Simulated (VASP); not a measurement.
Crystal: Hf2BeCl.

```
CELL_PARAMETERS angstrom
3.45800 0.00000 0.00000
-1.72900 2.99472 0.00000
0.00000 0.00000 7.13491
ATOMIC_POSITIONS crystal
Hf 0.00000 0.00000 0.76656
Hf 0.00000 0.00000 0.23344
Be 0.33333 0.66667 0.50000
Cl 0.33333 0.66667 0.00000
```

```yaml
Program: VASP 6.6.1
Task: relaxation of cell and atoms
Functional: PBE
Potentials_or_basis: VASP PAW PBE potentials, release 64 (Hf_pv, Be, Cl)
Cutoff: 600 eV
k_mesh: 6 × 6 × 4
Occupations: gaussian, width 0.1 eV
Spin: no spin polarisation
```

At the start: pressure -4.5 GPa; volume 18.47 Å³/atom.

Problem. Where does the relaxation end?

Solution. Over 9 steps the energy falls by 170.9 meV/atom and the volume is 17.64 Å³/atom (-4.5 %); space group P-6m2 (No. 187, to 0.05 Å).

The path:
| step | energy change (eV) | largest force (eV/Å) | pressure (GPa) | volume (Å³) |
| --- | --- | --- | --- | --- |
| 1 | 0.0000 | 1.2432 | -4.52 | 73.89 |
| 2 | -0.3749 | 0.9937 | 2.58 | 68.37 |
| 3 | -0.4228 | 0.8029 | 7.74 | 65.63 |
| 4 | -0.6096 | 0.2994 | 5.44 | 66.93 |
| 5 | -0.6422 | 0.0838 | 4.55 | 67.75 |
| 6 | -0.6826 | 0.0862 | -0.12 | 70.58 |
| 7 | -0.6827 | 0.0781 | 0.09 | 70.44 |
| 8 | -0.6831 | 0.0623 | 0.07 | 70.47 |
| 9 | -0.6836 | 0.0154 | -0.01 | 70.57 |

Final structure:
```
CELL_PARAMETERS angstrom
3.21483 0.00000 0.00000
-1.60742 2.78413 0.00000
0.00000 0.00000 7.88497
ATOMIC_POSITIONS crystal
Hf 0.00000 0.00000 0.74134
Hf 0.00000 0.00000 0.25866
Be 0.33333 0.66667 0.50000
Cl 0.33333 0.66667 0.00000
```

Caveat: an odd number of electrons without spin polarisation forces a metal; a magnetic or distorted state may lie lower.
